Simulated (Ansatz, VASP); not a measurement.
# One calculation of Te2Mo, two programs

INCAR

```
SYSTEM = Te2Mo
PREC     = Accurate       ! precision mode
ENCUT    = 520            ! plane-wave cutoff, eV
EDIFF    = 1E-7           ! SCF threshold, eV
ISMEAR   = 0              ! smearing method
SIGMA    = 0.05           ! smearing width, eV
LREAL    = .FALSE.        ! projectors in reciprocal space
LASPH    = .TRUE.         ! aspherical terms in the spheres
NELM     = 60             ! most SCF steps
ALGO     = Normal         ! electronic algorithm
ISIF     = 2              ! what is computed and relaxed
LWAVE    = .FALSE.        ! write WAVECAR
LCHARG   = .FALSE.        ! write CHGCAR
LDIPOL   = .TRUE.       
IDIPOL   = 3            
DIPOL    = 0.5 0.5 0.398
GGA      = PE             ! functional
IVDW     = 12             ! dispersion correction
NBANDS   = 35             ! bands
```

File KPOINTS:

```
Automatic mesh
0
G
  9 9 1
  0 0 0
```

POSCAR

```
Te2Mo
1.0
    3.5038817216      0.0000000000      0.0000000000
   -1.7519408608      3.0344505828      0.0000000000
    0.0000000000      0.0000000000     24.7677194079
Te Mo
4 2
Direct
    0.3333333333      0.6666666667      0.1816881048
    0.3333333333      0.6666666667      0.3284056788
    0.6666666667      0.8333333333      0.4668923898
    0.6666666667      0.8333333333      0.6136099637
    0.6666666667      0.3333333333      0.2550468918
    0.3333333333      1.1666666667      0.5402511768
```

Input for Ansatz:

```yaml
crystal:
  lattice:
    - [3.5038817216, 0.0, 0.0]
    - [-1.7519408608, 3.0344505828, 0.0]
    - [0.0, 0.0, 24.7677194079]
  atoms:
    - { symbol: Te, position: [0.3333333333, 0.6666666667, 0.1816881048] }
    - { symbol: Mo, position: [0.6666666667, 0.3333333333, 0.2550468918] }
    - { symbol: Te, position: [0.3333333333, 0.6666666667, 0.3284056788] }
    - { symbol: Te, position: [0.6666666667, 0.8333333333, 0.4668923898] }
    - { symbol: Mo, position: [0.3333333333, 1.1666666667, 0.5402511768] }
    - { symbol: Te, position: [0.6666666667, 0.8333333333, 0.6136099637] }
basis:
  ecutwfc: 420
kpoints:
  mp_grid: { grid: [9, 9, 1] }
hamiltonian:
  xc: pbe
  pseudopotentials: { kind: paw, azcp: { folder: soft_1 } }
  dispersion: d3bj
scf:
  occupations: { method: gaussian, width: 0.05 }
output:
  forces: true
  eigenvalues: true
efield:
  axis: 3
  dipole_correction: true
  ramp_width: 0.04
```

Alike in both runs: task single point; functional PBE; dispersion D3(BJ); k mesh 9 × 9 × 1; occupations gaussian, width 0.05 eV; no spin polarisation.

```csv
,VASP,Ansatz
version,VASP 6.6.1,Ansatz 0.2.0
potentials or method,"VASP PAW PBE potentials, release 64 (Te, Mo_sv), cutoff 520 eV","scalar-relativistic, plane waves, PAW"
valence electrons in the cell,52,92
```

|  | VASP | Ansatz | Ansatz less VASP |
| --- | --- | --- | --- |
| gap on the k mesh at the Fermi level (eV) | 1.04 | 1.05 | +0.006 |
| least direct gap on the mesh (eV) | 1.16 | 1.16 | 0.000 |
| rms of the force components (eV/Å) | 0.076 | 0.080 | +0.0043 |

VASP's potentials hold 52 valence electrons a cell and Ansatz's 92, so a difference there can come from the potentials and not from the codes.

Spin-orbit coupling is off throughout.
